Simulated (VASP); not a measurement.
Wanted: the native input for a VASP 6.6.1 run.

```yaml
Task: relaxation of cell and atoms
Functional: PBE
Potentials_or_basis: VASP PAW PBE potentials, release 64 (Mo_sv, S)
Cutoff: 600 eV
k_mesh: 12 × 12 × 16
Occupations: gaussian, width 0.1 eV
Spin: no spin polarisation
Dipole_correction: no
Further_INCAR_settings: ALGO = Normal; EDIFF = 1e-06; IBRION = 2; EDIFFG = -0.01; NSW = 100; ISIF = 3
```

The structure of MoS3 lies in POSCAR:

```
MoS3
1.0
    6.7117245548      0.0000000000      0.0000000000
   -3.3558622774      5.8125239677      0.0000000000
    0.0000000000      0.0000000000      2.8947571331
Mo S
1 3
Direct
    0.0000000000      0.0000000000      0.0000000000
    0.7203705611      0.0000000000      0.5000000000
    0.0000000000      0.7203705611      0.5000000000
    0.2796294389      0.2796294389      0.5000000000
```

The cell was built from a structure type or drawn by symmetry, and may not be a known phase.

The input as run:

INCAR

```
PREC     = Accurate       # precision mode
ENCUT    = 600            # plane-wave cutoff, eV
EDIFF    = 1E-6           # SCF threshold, eV
ISMEAR   = 0              # smearing method
SIGMA    = 0.1            # smearing width, eV
LREAL    = F              # projectors in reciprocal space
LASPH    = T              # aspherical terms in the spheres
NELM     = 100            # most SCF steps
ALGO     = Normal         # electronic algorithm
ISIF     = 3              # what is computed and relaxed
LWAVE    = F              # write WAVECAR
LCHARG   = F              # write CHGCAR
GGA      = PE             # functional
IBRION   = 2              # ionic algorithm
NSW      = 100            # ionic steps
EDIFFG   = -0.01          # ionic threshold
```

KPOINTS

```
regular mesh
0
Gamma
  12 12 16
```

Potentials or basis: VASP PAW PBE potentials, release 64 (Mo_sv, S).

Launch:

```sh
$ cat potpaw_PBE.64/Mo_sv/POTCAR potpaw_PBE.64/S/POTCAR > POTCAR
$ mpirun -np 1 vasp_std > vasp.out
```

It gave:

```yaml
Relaxed_volume: 28.17 Å³/atom
Relaxed_cell: a = 6.719 Å, b = 6.719 Å, c = 2.883 Å, α = 90.00°, β = 90.00°, γ = 120.00°
Space_group_after_relaxing_to_0.1_Å: P-62m (No. 189)
Energy_gained_by_relaxing: 0.3 meV/atom
Ionic_steps: 5
Pressure_after_relaxing: 0.0 GPa
Largest_force_after_relaxing: 0.006 eV/Å
Band_gap_on_the_k_mesh: 0.03 eV (least direct gap 0.07 eV)
```

Run time: 32 min on 1 thread of Oxide Virtual Turin-like Processor, with other jobs on the host, peak memory 0.54 GiB.
